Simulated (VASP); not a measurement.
# Al15N15F (a cell with a defect) in VASP: further runs

Al15N15F (a cell with a defect) is run at these levels: PBE; tasks: relaxation of the atoms.

All numbers are computed with VASP 6.6.1; they aren't measurements. Logs are shortened: lines on timing, memory, paths and dates and some standing lists are left out, and cuts for length are marked.

## Step 1: The cell of the first run

The cell holds a defect, 31 atoms: a = 6.260 Å, b = 6.260 Å, c = 10.035 Å, α = 90.00°, β = 90.00°, γ = 120.00°.

## Step 2: Relaxation of the atoms, PBE

File INCAR:

```
SYSTEM = Al15N15F
PREC = Accurate
ENCUT = 520
EDIFF = 1E-7
ISMEAR = -1
SIGMA = 0.01
LREAL = Auto
LASPH = .True.
NELM = 120
ALGO = Normal
ISIF = 2
LWAVE = .False.
LCHARG = .False.
GGA = PE
IBRION = 2
NSW = 100
EDIFFG = -0.03
NELECT = 128.0
GGA_COMPAT = .False.
NELMIN = 4
```

File KPOINTS:

```
Automatic mesh
0
Gamma
  1 1 1
  0.25 0.25 0.25
```

File POSCAR:

```
Al15N15F
1.0
    6.2595139100      0.0000000600      0.0000000000
   -3.1297570100      5.4208980300      0.0000000000
    0.0000000000      0.0000000000     10.0348065900
Al F N
15 1 15
Direct
    0.3333333300      0.1666666700      0.2496176900
    0.3333333300      0.1666666700      0.7496176900
    0.1666666700      0.3333333300      0.9996176900
    0.3333333300      0.6666666700      0.2496176900
    0.1666666700      0.8333333300      0.4996176900
    0.3333333300      0.6666666700      0.7496176900
    0.1666666700      0.8333333300      0.9996176900
    0.8333333300      0.1666666700      0.2496176900
    0.6666666700      0.3333333300      0.4996176900
    0.8333333300      0.1666666700      0.7496176900
    0.6666666700      0.3333333300      0.9996176900
    0.8333333300      0.6666666700      0.2496176900
    0.6666666700      0.8333333300      0.4996176900
    0.8333333300      0.6666666700      0.7496176900
    0.6666666700      0.8333333300      0.9996176900
    0.3333333300      0.1666666700      0.4403823100
    0.1666666700      0.3333333300      0.1903823100
    0.3333333300      0.1666666700      0.9403823100
    0.1666666700      0.3333333300      0.6903823100
    0.3333333300      0.6666666700      0.4403823100
    0.1666666700      0.8333333300      0.1903823100
    0.3333333300      0.6666666700      0.9403823100
    0.1666666700      0.8333333300      0.6903823100
    0.8333333300      0.1666666700      0.4403823100
    0.6666666700      0.3333333300      0.1903823100
    0.8333333300      0.1666666700      0.9403823100
    0.6666666700      0.3333333300      0.6903823100
    0.8333333300      0.6666666700      0.4403823100
    0.6666666700      0.8333333300      0.1903823100
    0.8333333300      0.6666666700      0.9403823100
    0.6666666700      0.8333333300      0.6903823100
```

Potentials or basis: VASP PAW PBE potentials, release 64 (Al, F, N).

Command:

```
cat potpaw_PBE.64/Al/POTCAR potpaw_PBE.64/F/POTCAR potpaw_PBE.64/N/POTCAR > POTCAR
mpirun -np 1 vasp_std > vasp.out
```

OUTCAR:

```text
SYSTEM = Al15N15F
   PREC = Accurate
   ENCUT = 520
   EDIFF = 1E-7
   ISMEAR = -1
   LREAL = Auto
   LASPH = .True.
   NELM = 120
   ISIF = 2
   GGA = PE
   IBRION = 2
   NSW = 100
   EDIFFG = -0.03
   NELECT = 128.0
   NELMIN = 4

 ion  position               nearest neighbor table
   1  0.333  0.167  0.250-  17 1.90  25 1.90  21 1.90  16 1.91   3 3.09   9 3.09  11 3.09   5 3.09
                             7 3.09  12 3.13  12 3.13   8 3.13   8 3.13   4 3.13   4 3.13
   2  0.333  0.167  0.750-  19 1.90  27 1.90  23 1.90  18 1.91   3 3.09   9 3.09  11 3.09   5 3.09
                             7 3.09  14 3.13  14 3.13  10 3.13  10 3.13   6 3.13   6 3.13
   3  0.167  0.333  1.000-  18 1.90  26 1.90  22 1.90  17 1.91   1 3.09   2 3.09   8 3.09  10 3.09
                             4 3.09   6 3.09  15 3.13  15 3.13  11 3.13  11 3.13   7 3.13   7 3.13
   4  0.333  0.667  0.250-  21 1.90  29 1.90  17 1.90  20 1.91   5 3.09   7 3.09  13 3.09  15 3.09
                             3 3.09   8 3.13   8 3.13  12 3.13  12 3.13   1 3.13   1 3.13
   5  0.167  0.833  0.500-  20 1.90  28 1.90  16 1.90  23 1.91   4 3.09   6 3.09  12 3.09  14 3.09
                             1 3.09   2 3.09   9 3.13   9 3.13  13 3.13  13 3.13
   6  0.333  0.667  0.750-  23 1.90  31 1.90  19 1.90  22 1.91   5 3.09   7 3.09  13 3.09  15 3.09
                             3 3.09  10 3.13  10 3.13  14 3.13  14 3.13   2 3.13   2 3.13
   7  0.167  0.833  1.000-  22 1.90  30 1.90  18 1.90  21 1.91   4 3.09   6 3.09  12 3.09  14 3.09
                             1 3.09   2 3.09  11 3.13  11 3.13  15 3.13  15 3.13   3 3.13   3 3.13
   8  0.833  0.167  0.250-  25 1.90  17 1.90  29 1.90  24 1.91   9 3.09  11 3.09   3 3.09  13 3.09
                            15 3.09   4 3.13   4 3.13   1 3.13   1 3.13  12 3.13  12 3.13
   9  0.667  0.333  0.500-  24 1.90  16 1.90  28 1.90  27 1.91   8 3.09  10 3.09   1 3.09   2 3.09
[... 15 lines left out ...]
  18  0.333  0.167  0.940-   3 1.90  11 1.90   7 1.90   2 1.91
  19  0.167  0.333  0.690-   2 1.90  10 1.90   6 1.90
  20  0.333  0.667  0.440-   5 1.90  13 1.90   4 1.91
  21  0.167  0.833  0.190-   4 1.90  12 1.90   1 1.90   7 1.91
  22  0.333  0.667  0.940-   7 1.90  15 1.90   3 1.90   6 1.91
  23  0.167  0.833  0.690-   6 1.90  14 1.90   2 1.90   5 1.91
  24  0.833  0.167  0.440-   9 1.90  13 1.90   8 1.91
  25  0.667  0.333  0.190-   8 1.90   1 1.90  12 1.90  11 1.91
  26  0.833  0.167  0.940-  11 1.90   3 1.90  15 1.90  10 1.91
  27  0.667  0.333  0.690-  10 1.90   2 1.90  14 1.90   9 1.91
  28  0.833  0.667  0.440-  13 1.90   5 1.90   9 1.90  12 1.91
  29  0.667  0.833  0.190-  12 1.90   4 1.90   8 1.90  15 1.91
  30  0.833  0.667  0.940-  15 1.90   7 1.90  11 1.90  14 1.91
  31  0.667  0.833  0.690-  14 1.90   6 1.90  10 1.90  13 1.91

  LATTYP: Found a hexagonal cell.
 ALAT       =     6.2595139100
 C/A-ratio  =     1.6031287308

  Lattice vectors:

 A1 = (   6.2595139100,   0.0000000600,   0.0000000000)
 A2 = (  -3.1297570100,   5.4208980300,   0.0000000000)
 A3 = (   0.0000000000,   0.0000000000,  10.0348065900)

Analysis of symmetry for initial positions (statically):
=====================================================================
 Subroutine PRICEL returns:
 Original cell was already a primitive cell.

 Routine SETGRP: Setting up the symmetry group for a
 hexagonal supercell.

 Subroutine GETGRP returns: Found  2 space group operations
 (whereof  1 operations were pure point group operations)
 out of a pool of 24 trial point group operations.

The static configuration has the point symmetry C_1 .
 The point group associated with its full space group is C_1h.

Analysis of symmetry for dynamics (positions and initial velocities):
=====================================================================
 Subroutine PRICEL returns:
 Original cell was already a primitive cell.

 Routine SETGRP: Setting up the symmetry group for a
 hexagonal supercell.

 Subroutine GETGRP returns: Found  2 space group operations
 (whereof  1 operations were pure point group operations)
 out of a pool of 24 trial point group operations.

The dynamic configuration has the point symmetry C_1 .
 The point group associated with its full space group is C_1h.

 Subroutine INISYM returns: Found  2 space group operations
 (whereof  1 operations are pure point group operations),
 and found     1 'primitive' translations

----------------------------------------------------------------------------------------

                                     Primitive cell

  volume of cell :     340.5029

[... 96 lines left out ...]
 Subroutine IBZKPT returns following result:
 ===========================================

 Found      3 irreducible k-points:

 Following reciprocal coordinates:
            Coordinates               Weight
  0.250000  0.250000  0.250000      4.000000
 -0.250000  0.500000  0.250000      4.000000
  0.250000  0.500000  0.250000      4.000000
   k-points           NKPTS =      3   k-points in BZ     NKDIM =      3   number of bands    NBANDS=     80
   number of dos      NEDOS =    301   number of ions     NIONS =     31
   total plane-waves  NPLWV = 184320
   dimension x,y,z NGX =    48 NGY =   48 NGZ =   80
   dimension x,y,z NGXF=    96 NGYF=   96 NGZF=  160
   ions per type =              15   1  15
   NGX,Y,Z   is equivalent  to a cutoff of  12.75, 12.75, 13.25 a.u.
   NGXF,Y,Z  is equivalent  to a cutoff of  25.50, 25.50, 26.51 a.u.
 SYSTEM =  Al15N15F
   PREC   = accura    normal or accurate (medium, high low for compatibility)
   ISTART =      0    job   : 0-new  1-cont  2-samecut
   ICHARG =      2    charge: 1-file 2-atom 10-const
   ISPIN  =      1    spin polarized calculation?
   LNONCOLLINEAR =      F non collinear calculations
   LSORBIT =      F    spin-orbit coupling
   LASPH  =      T    aspherical Exc in radial PAW
   ENCUT  =  520.0 eV  38.22 Ry    6.18 a.u.  11.64 11.64 18.66*2*pi/ulx,y,z
   NELM   =    120;   NELMIN=  4; NELMDL= -5     # of ELM steps
   EDIFF  = 0.1E-06   stopping-criterion for ELM
   LREAL  =      T    real-space projection
   EDIFFG = -.3E-01   stopping-criterion for IOM
   NSW    =    100    number of steps for IOM
   IBRION =      2    ionic relax: 0-MD 1-quasi-New 2-CG
   NFREE  =      1    steps in history (QN), initial steepest desc. (CG)
   ISIF   =      2    stress and relaxation
   ISYM   =      2    0-nonsym 1-usesym 2-fastsym
   POTIM  = 0.5000    time-step for ionic-motion
   TEBEG  =    0.0;   TEEND  =   0.0 temperature during run
   PSTRESS=    0.0 pullay stress
   NELECT =     128.0000    total number of electrons
   NUPDOWN=      -1.0000    fix difference up-down
   EMIN   =  10.00;   EMAX   =-10.00  energy-range for DOS
   EFERMI =   0.00;   METHOD = LEGACY
   ISMEAR =    -1;   SIGMA  =   0.01  broadening in eV -4-tet -1-fermi 0-gaus
   EFERMI_NEDOS =   21; number of points for ismear=-14 and -15
   IALGO  =     38    algorithm
   IMIX   =      4    mixing-type and parameters
     AMIX     =   0.40;   BMIX     =  1.00
     AMIX_MAG =   1.60;   BMIX_MAG =  1.00
  volume/ion in A,a.u.               =      10.98        74.12
  Fermi-wavevector in a.u.,A,eV,Ry     =   1.181511  2.232733 18.993310  1.395969
  Thomas-Fermi vector in A             =   2.317783
   LORBIT       =      0    0 simple, 1 ext, 2 COOP (PROOUT), +10 PAW based schemes
   GGA     = PE    functional components
   LHFCALC =     F    Hartree Fock is set to
   AEXX    =    0.0000 exact exchange contribution
   IVDW    =     0    specifies the selected vdW correction
   LEPSILON=     F    determine dielectric tensor
   LRPA    =     F    only Hartree local field effects (RPA)
 conjugate gradient relaxation of ions
 non-spin polarized calculation
  energy-cutoff  :      520.00
  volume of cell :      340.50
 maximum number of plane-waves:      9148
 NGX is ok and might be reduce to    48
   NGX = 23   NGY = 23   NGZ = 37

--------------------------------------- Ionic step        1  -------------------------------------------

 number of electron     127.9999971 magnetization

 Free energy of the ion-electron system (eV)
  ---------------------------------------------------
  ext. energy  EPLUGINS =         0.00000000
  ---------------------------------------------------
  free energy    TOTEN  =      -218.73482363 eV

  energy without entropy =     -218.73482363  energy(sigma->0) =     -218.73482363

------------------------ aborting loop because EDIFF is reached ----------------------------------------

  FORCE on cell =-STRESS in cart. coord.  units (eV):
  Direction    XX          YY          ZZ          XY          YZ          ZX
  --------------------------------------------------------------------------------------
  -------------------------------------------------------------------------------------
  Total        0.4896523      4.7325123     13.2845356      3.6744244     -1.3263451      2.2972973
  in kB        2.3039736     22.2680138     62.5080720     17.2893652     -6.2408864     10.8095328
  external PRESSURE =      29.0266864 kB  Pullay stress =       0.0000000 kB
[... 176 lines left out ...]
  FREE ENERGIE OF THE ION-ELECTRON SYSTEM (eV)
  ---------------------------------------------------
  free  energy   TOTEN  =      -220.2282820863 eV

  energy  without entropy=     -220.2282820863  energy(sigma->0) =     -220.22828209

[... ionic steps 4 to 16 ...]

--------------------------------------- Ionic step       17  -------------------------------------------

 number of electron     127.9999994 magnetization

------------------------ aborting loop because EDIFF is reached ----------------------------------------
[... 125 lines left out ...]
--------------------------------------- Ionic step       19  -------------------------------------------

 number of electron     127.9999994 magnetization

 Free energy of the ion-electron system (eV)
  ---------------------------------------------------
  ext. energy  EPLUGINS =         0.00000000
  ---------------------------------------------------
  free energy    TOTEN  =      -220.50184917 eV

  energy without entropy =     -220.50184917  energy(sigma->0) =     -220.50184917

 E-fermi :   6.9758     XC(G=0): -10.6509

 val. band max:        6.6391041301   @ k =   0.2500   0.5000   0.2500
 cond. band min:      10.5029592032   @ k =  -0.2500   0.5000   0.2500
 fundamental gap:      3.8638550731
 Fermi energy:         6.9757530934

 k-point     1 :       0.2500    0.2500    0.2500
  band No.  band energies     occupation
      1     -19.1584      2.00000
      2      -9.1918      2.00000
      3      -8.7909      2.00000
      4      -8.6251      2.00000
      5      -8.4370      2.00000
      6      -8.3016      2.00000
[... 226 lines left out ...]
     75      12.2884      0.00000
     76      12.4501      0.00000
 [bands above 76 left out]

------------------------ aborting loop because EDIFF is reached ----------------------------------------

  FORCE on cell =-STRESS in cart. coord.  units (eV):
  Direction    XX          YY          ZZ          XY          YZ          ZX
  --------------------------------------------------------------------------------------
  -------------------------------------------------------------------------------------
  Total        8.0049045      9.3630513     16.6694674      1.1761896     -0.1103078      0.1910587
  in kB       37.6656861     44.0562097     78.4352799      5.5343555     -0.5190342      0.8989936
  external PRESSURE =      53.3857252 kB  Pullay stress =       0.0000000 kB
[... 46 lines left out ...]
  FREE ENERGIE OF THE ION-ELECTRON SYSTEM (eV)
  ---------------------------------------------------
  free  energy   TOTEN  =      -220.5018491697 eV

  energy  without entropy=     -220.5018491697  energy(sigma->0) =     -220.50184917

 reached required accuracy - stopping structural energy minimisation
```

Wall time 43 min (1 thread of Intel Xeon 8259CL, shared host); peak memory 0.51 GiB.

Results:

- Free energy: -220.5018 eV
- Energy gained by relaxing: 57.0 meV/atom
- Ionic steps: 19
- Largest force after relaxing: 0.026 eV/Å

Forces on the atoms (eV/Å):
```
Al   0.000  0.000  0.016
Al  -0.001  0.001  0.004
Al  -0.002  0.001 -0.025
Al   0.002  0.000 -0.003
Al   0.005  0.005  0.022
Al  -0.002 -0.006 -0.006
Al  -0.007  0.008 -0.013
Al   0.002 -0.002 -0.003
Al  -0.002 -0.007  0.022
Al   0.004  0.005 -0.006
Al  -0.010  0.002 -0.013
Al  -0.002  0.001  0.000
Al   0.018 -0.010  0.016
Al   0.005 -0.003 -0.003
Al  -0.003  0.001 -0.016
F    0.006 -0.003  0.001
N    0.003 -0.002  0.016
N   -0.004  0.003 -0.007
N   -0.004  0.002  0.010
N    0.017  0.002 -0.004
N   -0.005  0.006  0.014
N   -0.003  0.008 -0.002
N   -0.003  0.007 -0.014
N    0.007 -0.016 -0.004
N   -0.008  0.001  0.014
N   -0.008 -0.001 -0.002
N   -0.008 -0.001 -0.014
N    0.012 -0.007 -0.004
N    0.005 -0.003  0.010
N   -0.008  0.005  0.001
N   -0.003  0.002 -0.010
```

The path:
```tsv
step	energy change (eV)	largest force (eV/Å)	pressure (GPa)
1	0.0000	3.8411	2.90
2	-1.2837	1.9548	5.46
3	-1.4935	0.9836	4.38
4	-1.6733	0.6412	4.84
5	-1.6741	0.6365	4.81
6	-1.7239	0.4132	5.07
7	-1.7241	0.4258	5.06
8	-1.7461	0.2297	5.25
9	-1.7464	0.2665	5.28
10	-1.7582	0.1370	5.33
11	-1.7582	0.1369	5.33
12	-1.7636	0.0893	5.35
13	-1.7637	0.0816	5.36
14	-1.7655	0.0701	5.36
15	-1.7656	0.0806	5.36
16	-1.7666	0.0552	5.34
17	-1.7666	0.0541	5.34
18	-1.7670	0.0308	5.34
19	-1.7670	0.0262	5.34
```

Final structure:
```
CELL_PARAMETERS angstrom
6.25951 0.00000 0.00000
-3.12976 5.42090 0.00000
0.00000 0.00000 10.03481
ATOMIC_POSITIONS crystal
Al 0.33110 0.16890 0.23511
Al 0.32970 0.17030 0.75060
Al 0.16524 0.33476 0.99221
Al 0.33330 0.66593 0.25591
Al 0.15593 0.79835 0.50414
Al 0.33171 0.66010 0.74788
Al 0.16656 0.83188 0.00035
Al 0.83407 0.16670 0.25591
Al 0.70165 0.34407 0.50414
Al 0.83990 0.16829 0.74788
Al 0.66812 0.33344 0.00035
Al 0.83108 0.66892 0.25061
Al 0.66058 0.83942 0.49980
Al 0.83102 0.66898 0.74999
Al 0.66531 0.83469 0.00084
F 0.34103 0.15897 0.42816
N 0.16520 0.33480 0.18674
N 0.33580 0.16420 0.94393
N 0.16729 0.33271 0.70955
N 0.34262 0.68564 0.43635
N 0.16373 0.83333 0.19044
N 0.33506 0.67204 0.94139
N 0.16659 0.83538 0.68986
N 0.81436 0.15738 0.43635
N 0.66667 0.33627 0.19044
N 0.82796 0.16494 0.94139
N 0.66462 0.33341 0.68986
N 0.83116 0.66884 0.44016
N 0.66668 0.83332 0.18855
N 0.83318 0.66682 0.93988
N 0.66609 0.83391 0.69161
```

Caveat: the k points lie up to 0.58 Å⁻¹ apart; the cell carries a net charge on a neutralising background, which shifts energy and pressure; the cell is charged against a uniform background, so pressure and absolute levels hang on convention.

[end of part 1 of 2]
